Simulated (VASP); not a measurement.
Here is a VASP 6.6.1 calculation.

The input INCAR:

```
SYSTEM = ZrC
PREC = Accurate
ENCUT = 520
EDIFF = 1E-6
ISMEAR = 0
SIGMA = 0.15
LREAL = .False.
LASPH = .True.
NELM = 60
ALGO = Normal
ISIF = 2
LWAVE = .False.
LCHARG = .False.
GGA = PE
NBANDS = 15
```

KPOINTS

```
Automatic mesh
0
Gamma
  18 18 18
  0 0 0
```

File POSCAR:

```
ZrC
1.0
    0.0000000000      2.4207163000      2.4207163000
    2.4207163000      0.0000000000      2.4207163000
    2.4207163000      2.4207163000      0.0000000000
Zr C
1 1
Direct
    0.5000000000      0.5000000000      0.5000000000
    0.0000000000      0.0000000000      0.0000000000
```

Potentials or basis: VASP PAW PBE potentials, release 64 (Zr_sv, C).

Run with:

```sh
$ cat potpaw_PBE.64/Zr_sv/POTCAR potpaw_PBE.64/C/POTCAR > POTCAR
$ mpirun -np 1 vasp_std > vasp.out
```

(1) Predict the band gap on the k mesh.

(2) What does it give for the pressure?

Answers

(1) zero (bands 8 and 9 overlap by 1.26 eV).

(2) -15.4 GPa.

Caveat: the cell differs from its parent crystal (strain +0.030 along x and y, +0.030 along z); the cell stands under tension.
